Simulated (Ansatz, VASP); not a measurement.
# Two plane-wave programs on AgIr2

```
Ag Ir
1.0
     4.45166    0.00000    0.00000
    -2.22583    3.85525    0.00000
     0.00000    0.00000    2.77552
Ag Ir
1 2
Direct
  0.00000 0.00000 0.00000
  0.33333 0.66667 0.50000
  0.66667 0.33333 0.50000
```

Alike in both runs: functional PBE; k mesh 6 × 6 × 6; occupations gaussian, width 0.1 eV; no spin polarisation.

Ansatz relaxed the structure, and its values are those at the end. VASP's run is a single point on that final structure, the one shown.

|  | VASP | Ansatz |
| --- | --- | --- |
| version | VASP 6.6.1 | Ansatz 0.2.0 |
| potentials or method | VASP PAW PBE potentials, release 64 (Ag, Ir), cutoff 520 eV | scalar-relativistic, plane waves, PAW |
| valence electrons in the cell | 29 | 53 |

```csv
,VASP,Ansatz,Ansatz less VASP
gap on the k mesh at the Fermi level (eV),none,none,-
pressure (GPa),0.0,0.0,-0.04
```

A gap of «none» marks a metal or a gap that the smearing closes. VASP's potentials hold 29 valence electrons a cell and Ansatz's 53, so a difference there can come from the potentials and not from the codes.

The k mesh is coarse, so the values compare programs but aren't converged. Spin-orbit coupling is off throughout.
